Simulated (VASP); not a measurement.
Set up this calculation in VASP 6.6.1, as the native input.

```yaml
Task: single point
Functional: PBE
Potentials_or_basis: VASP PAW PBE potentials, release 64 (Rb_sv, Os)
Cutoff: 520 eV
k_mesh: 12 × 10 × 8
Occupations: gaussian, width 0.1 eV
Spin: no spin polarisation
Dipole_correction: no
Further_INCAR_settings: ALGO = Fast; EDIFF = 1e-06; NBANDS = 24
```

The structure of RbOs3 lies in POSCAR:

```
RbOs3
1.0
    3.6974189411      0.0000000000      0.0000000000
    0.0000000000      5.0569584776      0.0000000000
    0.0000000000      0.0000000000      6.3339975225
Rb Os
1 3
Direct
    0.0000000000      0.0000000000      0.8782258729
    0.5000000000      0.2329967774      0.3588540344
    0.5000000000      0.7670032226      0.3588540344
    0.0000000000      0.5000000000      0.4885203448
```

The cell was generated, and may not be a known phase.

One way to write it, as run:

INCAR

```
SYSTEM = RbOs3
PREC = Accurate ; ENCUT = 520
EDIFF = 1E-6 ; ISMEAR = 0
SIGMA = 0.1 ; LREAL = .False.
LASPH = .True. ; NELM = 60
ALGO = Fast ; ISIF = 2
LWAVE = .False. ; LCHARG = .False.
GGA = PE ; NBANDS = 24
```

KPOINTS

```
regular mesh
0
Gamma
  12 10 8
  0 0 0
```

Potentials or basis: VASP PAW PBE potentials, release 64 (Rb_sv, Os).

Run with:

```console
$ cat potpaw_PBE.64/Rb_sv/POTCAR potpaw_PBE.64/Os/POTCAR > POTCAR
$ mpirun -np 1 vasp_std > vasp.out
```

It gave:

```
Pressure               : -0.4 GPa
Largest force          : 0.070 eV/Å
Band gap on the k mesh : zero (an odd number of electrons rules out a gap without spin polarisation)
```

Caveat: spin-orbit coupling is left out, which moves the levels of the heavy elements.

It took 9.9 min on 1 thread of AMD EPYC 7R13 Processor (Zen 3), on a shared host, peak memory 0.6 GiB.
